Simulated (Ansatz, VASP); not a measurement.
# Two plane-wave programs on TiO2

Contents of INCAR:

```
SYSTEM = TiO2
PREC     = Accurate       ! precision mode
ENCUT    = 520            ! plane-wave cutoff, eV
EDIFF    = 1E-7           ! SCF threshold, eV
ISMEAR   = 0              ! smearing method
SIGMA    = 0.05           ! smearing width, eV
LREAL    = .False.        ! projectors in reciprocal space
LASPH    = .True.         ! aspherical terms in the spheres
NELM     = 150            ! most SCF steps
ALGO     = Normal         ! electronic algorithm
ISIF     = 2              ! what is computed and relaxed
LWAVE    = .False.        ! write WAVECAR
LCHARG   = .True.         ! write CHGCAR
LMAXMIX  = 4              ! l up to which the mixer works
LDAU     = .True.         ! DFT+U
LDAUTYPE = 2            
LDAUL    = 2 -1           ! shell
LDAUU    = 4 0            ! U, eV
LDAUJ    = 0 0          
LDAUPRINT= 1            
GGA      = PE             ! functional
IVDW     = 12             ! dispersion correction
LELF     = .True.         ! ELF
LVHAR    = .True.       
NBANDS   = 19             ! bands
```

File KPOINTS:

```
regular mesh
0
Gamma
  9 9 9
  0 0 0
```

The input POSCAR:

```
TiO2
1.0
    1.5391500000      0.8886286668      5.9525666667
   -1.5391500000      0.8886286668      5.9525666667
    0.0000000000     -1.7772573337      5.9525666667
Ti O
1 2
Direct
    0.0000000000      0.0000000000      0.0000000000
    0.6017580785      0.6017580785      0.6017580785
    0.3982419215      0.3982419215      0.3982419215
```

Input for Ansatz:

```yaml
crystal:
  lattice:
    - [1.53915, 0.8886286668, 5.9525666667]
    - [-1.53915, 0.8886286668, 5.9525666667]
    - [0.0, -1.7772573337, 5.9525666667]
  atoms:
    - { symbol: Ti, position: [0.0, 0.0, 0.0] }
    - { symbol: O, position: [0.6017580785, 0.6017580785, 0.6017580785] }
    - { symbol: O, position: [0.3982419215, 0.3982419215, 0.3982419215] }
basis:
  ecutwfc: 520.0
kpoints:
  mp_grid: { grid: [9, 9, 9] }
hamiltonian:
  xc: pbe
  pseudopotentials: { kind: paw, azcp: { folder: soft_1 } }
  dispersion: d3bj
  hubbard: { sites: [{ species: Ti, l: d, u_eff: 4.0 }] }
scf:
  occupations: { method: gaussian, width: 0.05 }
output:
  forces: true
  stress: true
  eigenvalues: true
```

Alike in both runs: task single point; functional PBE; dispersion D3(BJ); k mesh 9 × 9 × 9; occupations gaussian, width 0.05 eV; no spin polarisation; Hubbard terms Ti d U = 4.0 eV.

|  | VASP | Ansatz |
| --- | --- | --- |
| version | VASP 6.6.1 | Ansatz 0.2.0 |
| potentials or method | VASP PAW PBE potentials, release 64 (Ti_sv, O), cutoff 520 eV | scalar-relativistic, plane waves, PAW |
| valence electrons in the cell | 24 | 24 |

VASP gave:

```
gap on the k mesh at the Fermi level (eV)                     : 2.50
least direct gap on the mesh (eV)                             : 2.79
pressure (GPa)                                                : -19.2
traceless stress, the component that is largest in VASP (GPa) : -6.79
rms of the force components (eV/Å)                            : 1.530
```

Problem. What did Ansatz give for the same quantities?

Solution. gap on the k mesh at the Fermi level (eV): 2.47; least direct gap on the mesh (eV): 2.73; pressure (GPa): -20.7; traceless stress, the component that is largest in VASP (GPa): -7.22; rms of the force components (eV/Å): 1.655.

The programs project onto different local orbitals, so the same U acts differently, and such runs can settle in different states. Atom by atom the forces differ by 0.125 eV/Å (rms over components).
